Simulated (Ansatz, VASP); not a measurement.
**Ag in VASP and in Ansatz**

Contents of POSCAR:

```
Ag
1.0
    0.0000000000      2.0675000000      2.0675000000
    2.0675000000      0.0000000000      2.0675000000
    2.0675000000      2.0675000000      0.0000000000
Ag
1
Direct
    0.0000000000      0.0000000000      0.0000000000
```

INCAR.step1

```
SYSTEM = Ag
PREC = Accurate ; ENCUT = 600
ISMEAR = 0 ; SIGMA = 0.1
LREAL = .FALSE. ; LASPH = .TRUE.
NELM = 60 ; GGA = PE
ALGO = Normal ; EDIFF = 1E-4
LWAVE = .TRUE. ; LCHARG = .FALSE.
```

The input INCAR.step2:

```
SYSTEM = Ag
PREC = Accurate ; ENCUT = 600
EDIFF = 1E-7 ; ISMEAR = 0
SIGMA = 0.1 ; LREAL = .FALSE.
LASPH = .TRUE. ; NELM = 60
ALGO = Normal ; ISIF = 3
LWAVE = .FALSE. ; LCHARG = .FALSE.
METAGGA = R2SCAN ; LMIXTAU = .TRUE.
IBRION = 2 ; NSW = 100
EDIFFG = -0.002 ; ISTART = 1
```

Contents of KPOINTS:

```
Automatic mesh
0
G
  22 22 22
  0 0 0
```

Input for Ansatz:

```yaml
crystal:
  lattice:
    - [0.0, 2.0675, 2.0675]
    - [2.0675, 0.0, 2.0675]
    - [2.0675, 2.0675, 0.0]
  atoms:
    - { symbol: Ag, position: [0.0, 0.0, 0.0] }
basis:
  ecutwfc: 600.0
kpoints:
  mp_grid: { grid: [22, 22, 22] }
hamiltonian:
  xc: r2scan
  pseudopotentials: { kind: paw, azcp: { folder: soft_1 } }
scf:
  occupations: { method: gaussian, width: 0.1 }
output:
  forces: true
  stress: true
  eigenvalues: true
relax:
  adjacent_minimum: "off"
  f_tol: 0.002
  max_steps: 80
  cell: { stress_tol: 0.02 }
```

Alike in both runs: task relaxation of cell and atoms; functional r2SCAN; k mesh 22 × 22 × 22; occupations gaussian, width 0.1 eV; no spin polarisation.

|  | VASP | Ansatz |
| --- | --- | --- |
| version | VASP 6.6.1 | Ansatz 0.2.0 |
| potentials or method | VASP PAW PBE potentials, release 64 (Ag), cutoff 600 eV | scalar-relativistic, plane waves, PAW |
| valence electrons in the cell | 11 | 19 |

|  | VASP | Ansatz | Ansatz less VASP |
| --- | --- | --- | --- |
| gap on the k mesh at the Fermi level, each at its own relaxed structure (eV) | none | none | - |
| relaxed volume (Å³/atom) | 17.31 | 17.29 | -0.019 |
| relaxed cell length with the largest relative difference (Å) | 2.903 | 2.902 | -0.0011 |

VASP's potentials were made for PBE, not for r2SCAN. A gap of «none» marks a metal or a gap that the smearing closes. VASP's potentials hold 11 valence electrons a cell and Ansatz's 19, so a difference there can come from the potentials and not from the codes.
